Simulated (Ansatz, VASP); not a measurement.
# CsGa in VASP and in Ansatz

```
CELL_PARAMETERS angstrom
4.43646 0.00000 0.00000
0.00000 4.43646 0.00000
0.00000 0.00000 4.43646
ATOMIC_POSITIONS crystal
Cs 0.00000 0.00000 0.00000
Ga 0.50000 0.50000 0.50000
```

Alike in both runs: functional PBE; k mesh 4 × 4 × 4; occupations gaussian, width 0.1 eV; no spin polarisation.

Ansatz relaxed the structure, and its values are those at the end. VASP's run is a single point on that final structure, the one shown.

|  | VASP | Ansatz |
| --- | --- | --- |
| version | VASP 6.6.1 | Ansatz 0.2.0 |
| potentials or method | VASP PAW PBE potentials, release 64 (Cs_sv, Ga_d), cutoff 520 eV | scalar-relativistic, plane waves, PAW |
| valence electrons in the cell | 22 | 22 |

|  | VASP | Ansatz | Ansatz less VASP |
| --- | --- | --- | --- |
| gap on the k mesh at the Fermi level (eV) | none | none | - |
| pressure (GPa) | 0.2 | 0.2 | -0.01 |

A gap of «none» marks a metal or a gap that the smearing closes.

Spin-orbit coupling is off throughout.
